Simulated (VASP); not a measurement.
Wanted: the native input for a VASP 6.6.1 run.

- Task: single point
- Functional: PBEsol
- Potentials or basis: VASP PAW PBE potentials, release 64 (Hf_pv, Pd, Se, Br, O)
- Cutoff: 520 eV
- k mesh: 4 × 4 × 3
- Occupations: fermi-dirac, width 0.05 eV
- Spin: no spin polarisation
- Dipole correction: no
- Further INCAR settings: ALGO = Normal; EDIFF = 1e-06; NBANDS = 53

The structure of Hf2Pd2Se2Br2O3 lies in POSCAR:

```
Hf2Pd2Se2Br2O3
1.0
    5.1825541161     -0.0541416300     -0.0219240644
    1.5331876669      5.5802890722     -0.0631859309
    1.2667200500      1.9112949525      8.0667252676
Hf Pd Se Br O
2 2 2 2 3
Direct
    0.2237064268      0.6606158744      0.0273287497
    0.7762935732      0.3393841256      0.9726712503
    0.0000000000      0.5000000000      0.5000000000
    0.0000000000      0.0000000000      0.5000000000
    0.0309380443      0.3270734931      0.2578934583
    0.9690619557      0.6729265069      0.7421065417
    0.5000000000      0.5000000000      0.5000000000
    0.5000000000      0.0000000000      0.5000000000
    0.4204793509      0.3600180943      0.9307124948
    0.5795206491      0.6399819057      0.0692875052
    0.0000000000      0.0000000000      0.0000000000
```

The input as run:

INCAR

```
SYSTEM = Hf2Pd2Se2Br2O3
  PREC = Accurate
  ENCUT = 520
  EDIFF = 1E-6
  ISMEAR = -1
  SIGMA = 0.05
  LREAL = .False.
  LASPH = .True.
  NELM = 80
  ALGO = Normal
  ISIF = 2
  LWAVE = .False.
  LCHARG = .False.
  GGA = PS
  NBANDS = 53
```

KPOINTS

```
regular mesh
0
Gamma
  4 4 3
  0 0 0
```

Potentials or basis: VASP PAW PBE potentials, release 64 (Hf_pv, Pd, Se, Br, O).

The run is started by

```sh
$ cat potpaw_PBE.64/Hf_pv/POTCAR potpaw_PBE.64/Pd/POTCAR potpaw_PBE.64/Se/POTCAR potpaw_PBE.64/Br/POTCAR potpaw_PBE.64/O/POTCAR > POTCAR
$ mpirun -np 1 vasp_std > vasp.out
```

Results of the run:

```
Pressure               : -0.3 GPa
Largest force          : 0.130 eV/Å
Band gap on the k mesh : zero (bands 42 and 43 overlap by 1.43 eV)
```

Caveat: the PAW data sets were made with another functional, which shifts forces and pressure a little; spin-orbit coupling is left out, which moves the levels of the heavy elements.

Run time: 4 min on 1 thread of Intel(R) Xeon(R) 6975P-C (Granite Rapids), with other jobs on the host, peak memory 0.55 GiB.
